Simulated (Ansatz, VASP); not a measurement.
## Two plane-wave programs on CaMo3Pd

File INCAR:

```
SYSTEM = CaMo3Pd
PREC = Accurate
ENCUT = 520
EDIFF = 1E-6
ISMEAR = -1
SIGMA = 0.1
LREAL = .False.
LASPH = .True.
NELM = 60
ALGO = Normal
ISIF = 2
LWAVE = .False.
LCHARG = .False.
GGA = PE
NBANDS = 39
```

Contents of KPOINTS:

```
Automatic mesh
0
Gamma
  9 9 9
  0 0 0
```

Contents of POSCAR:

```
CaMo3Pd
1.0
    0.0000000000      4.3211770000      0.0000000000
    4.3211770000      0.0000000000      0.0000000000
    2.1605880000      2.1605880000     -5.0654300000
Ca Pd Mo
1 1 3
Direct
    0.0000000000      0.0000000000      0.0000000000
    0.6420000000      0.6420000000      0.7160000000
    0.7450000000      0.2450000000      0.5100000000
    0.2450000000      0.7450000000      0.5100000000
    0.4090000000      0.4090000000      0.1820000000
```

Input for Ansatz:

```yaml
crystal:
  lattice:
    - [0.0, 4.321177, 0.0]
    - [4.321177, 0.0, 0.0]
    - [2.160588, 2.160588, -5.06543]
  atoms:
    - { symbol: Ca, position: [0.0, 0.0, 0.0] }
    - { symbol: Pd, position: [0.642, 0.642, 0.716] }
    - { symbol: Mo, position: [0.745, 0.245, 0.51] }
    - { symbol: Mo, position: [0.245, 0.745, 0.51] }
    - { symbol: Mo, position: [0.409, 0.409, 0.182] }
  symmetry: { tolerance: 0.0003 }
kpoints:
  mp_grid: { grid: [9, 9, 9], shift: [0, 0, 0] }
  band_path:
    path:
      - [0.0, 0.0, 0.0]
      - [0.5, 0.5, 0.5]
      - [0.5, 0.5, 0.75]
      - [0.5, 0.0, 0.5]
      - [0.0, 0.0, 0.0]
      - [0.0, 0.0, 0.5]
      - [0.4090335, 0.0, 0.70451675]
      - [0.5909665, 0.0, 0.29548325]
      - [0.0, 0.0, 0.0]
      - [0.5, 0.5, 0.5]
      - [0.5909665, 0.4090335, 0.5]
    npoints: 6
magnetization:
  spin_polarized: false
scf:
  occupations: { method: fermi_dirac }
  lower_state_search: "off"
  max_iter: 200
hamiltonian:
  pseudopotentials: { kind: paw }
  xc: pbe
basis:
  ecutwfc: 420
  fft_grid_basis: typed
output:
  forces: true
  stress: true
  eigenvalues: true
  bader: true
  populations: true
  elf: true
  write_potential: true
  volumetric_format: npy
  dos:
    e_range: [-12, 8]
    de: 0.05
    projected: { site_lists: { Ca: [Ca], Mo: [Mo], Pd: [Pd] } }
checkpoint:
  read: saved_state
```

Alike in both runs: task single point; functional PBE; k mesh 9 × 9 × 9; no spin polarisation.

|  | VASP | Ansatz |
| --- | --- | --- |
| version | VASP 6.6.1 | Ansatz 0.2.0 |
| potentials or method | VASP PAW PBE potentials, release 64 (Ca_sv, Pd, Mo_sv), cutoff 520 eV | PAW plane waves |
| occupations | fermi-dirac, width 0.1 eV | fermi-dirac |
| valence electrons in the cell | 62 | 70 |

Ansatz gave:

| Quantity | Value |
| --- | --- |
| pressure (GPa) | 11.9 |
| traceless stress, the component that is largest in VASP (GPa) | 1.23 |
| rms of the force components (eV/Å) | 1.841 |

Task: Which values does VASP return?

Result: Pressure (GPa): 12.1; traceless stress, the component that is largest in VASP (GPa): 1.24; rms of the force components (eV/Å): 1.841.

Atom by atom the forces differ by 0.002 eV/Å (rms over components). VASP's potentials hold 62 valence electrons a cell and Ansatz's 70, so a difference there can come from the potentials and not from the codes.
